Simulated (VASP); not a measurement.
PbS, 2 atoms in the cell. Symmetry: I4/mmm, No. 139, tetragonal system. The conventional cell has a = 4.277 Å, b = 4.277 Å, c = 5.930 Å, α = 90.00°, β = 90.00°, γ = 90.00°. Pb (site symmetry 4/mmm) has 6 S at 2.96 to 3.02 Å within 3.9 Å. Within 3.9 Å of S (site symmetry 4/mmm) lie 6 Pb at 2.96 to 3.02 Å.  This cell differs from its parent crystal: equal xx and yy strain of +2 %.

| Property | Result |
| --- | --- |
| Program | VASP 6.6.1 |
| Task | electric field gradients |
| Functional | PBE |
| Potentials or basis | VASP PAW PBE potentials, release 64 (Pb_d, S) |
| Cutoff | 520 eV |
| k mesh | 8 × 8 × 8 |
| Occupations | fermi-dirac, width 0.01 eV |
| Spin | no spin polarisation |
| Dipole correction | no |
| Further INCAR settings | ALGO = Normal; EDIFF = 1e-08; NBANDS = 17 |

Potentials or basis: VASP PAW PBE potentials, release 64 (Pb_d, S).

Command:

```bash
$ cat potpaw_PBE.64/Pb_d/POTCAR potpaw_PBE.64/S/POTCAR > POTCAR
$ mpirun -np 1 vasp_std > vasp.out
```

Hardware: 1 thread of Intel(R) Xeon(R) 6975P-C (Granite Rapids) (shared host).

Problem. Estimate the wall time of this run.

Solution. It took 25 s on 1 thread of Intel(R) Xeon(R) 6975P-C (Granite Rapids), on a shared host, peak memory 0.2 GiB. Counts: scf iterations 17, k points 59.
